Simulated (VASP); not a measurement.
Crystal: RbMgNbO3.

```
Nb Rb Mg O
1.0
     4.10760   -3.22119    0.00000
     4.10760    3.22119    0.00000
    -1.57858    0.00000    4.97594
Nb Rb Mg O
1 1 1 3
Direct
  0.09262 0.09262 0.90485
  0.49549 0.49549 0.49993
  0.83013 0.83013 0.16692
  0.43897 0.93773 0.06027
  0.93773 0.43897 0.06027
  0.93840 0.93840 0.55777
```

Base run:

```yaml
Program: VASP 6.6.1
Functional: PBEsol
Potentials_or_basis: VASP PAW PBE potentials, release 64 (Nb_sv, Rb_sv, Mg, O)
Cutoff: 520 eV
k_mesh: 6 × 6 × 6
Occupations: methfessel-paxton, width 0.05 eV
Spin: no spin polarisation
```

Its results: band gap on the k mesh 1.85 eV, indirect (least direct gap 1.88 eV); pressure -2.8 GPa; largest force 0.881 eV/Å.

**Question.** The run is repeated on the same cell with these changes: k mesh from 6 × 6 × 6 to 5 × 5 × 5; further incar settings from ALGO = Normal; EDIFF = 1e-07; NBANDS = 30 to ALGO = Normal; EDIFF = 1e-06; NBANDS = 30. What comes out?

**Answer.** Band gap on the k mesh 1.90 eV, indirect (least direct gap 1.94 eV); pressure -2.8 GPa; largest force 0.881 eV/Å.

Caveats: the PAW data sets were made with another functional, which shifts forces and pressure a little.

A k mesh can miss the band edges.
